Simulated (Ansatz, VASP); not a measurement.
**One calculation of La, two programs**

The input INCAR:

```
  ALGO = Fast
  EDIFF = 1E-6
  ENCUT = 520
  GGA = PS
  ISIF = 2
  ISMEAR = 0
  LASPH = T
  LCHARG = F
  LREAL = F
  LWAVE = F
  NBANDS = 30
  NELM = 80
  PREC = Accurate
  SIGMA = 0.15
```

KPOINTS

```
k-points
0
Gamma
  12 12 4
```

The input POSCAR:

```
La
1.0
    3.6979000000      0.0000000000      0.0000000000
   -1.8489500000      3.2024753407      0.0000000000
    0.0000000000      0.0000000000     11.9919000000
La
4
Direct
    0.0000000000      0.0000000000      0.0000000000
    0.0000000000      0.0000000000      0.5000000000
    0.3333333333      0.6666666667      0.2500000000
    0.6666666667      0.3333333333      0.7500000000
```

Input for Ansatz:

```yaml
crystal:
  lattice:
    - [3.6979, 0.0, 0.0]
    - [-1.84895, 3.2024753407, 0.0]
    - [0.0, 0.0, 11.9919]
  atoms:
    - { symbol: La, position: [0.0, 0.0, 0.0] }
    - { symbol: La, position: [0.0, 0.0, 0.5] }
    - { symbol: La, position: [0.3333333333, 0.6666666667, 0.25] }
    - { symbol: La, position: [0.6666666667, 0.3333333333, 0.75] }
basis:
  ecutwfc: 420
kpoints:
  mp_grid: { grid: [12, 12, 4] }
hamiltonian:
  xc: pbesol
scf:
  occupations: { method: gaussian, width: 0.15 }
output:
  forces: true
  stress: true
  eigenvalues: true
```

Alike in both runs: task single point; functional PBEsol; k mesh 12 × 12 × 4; occupations gaussian, width 0.15 eV; no spin polarisation.

|  | VASP | Ansatz |
| --- | --- | --- |
| version | VASP 6.6.1 | Ansatz 0.2.0 |
| potentials or method | VASP PAW PBE potentials, release 64 (La), cutoff 520 eV | scalar-relativistic, plane waves, PAW |
| valence electrons in the cell | 44 | 44 |

```csv
,VASP,Ansatz,Ansatz less VASP
gap on the k mesh at the Fermi level (eV),none,none,-
pressure (GPa),-1.0,-1.1,-0.06
"traceless stress, the component that is largest in VASP (GPa)",-0.30,-0.30,-0.003
```

VASP's potentials were made for PBE, not for PBEsol. A gap of «none» marks a metal or a gap that the smearing closes.

Spin-orbit coupling is off throughout.
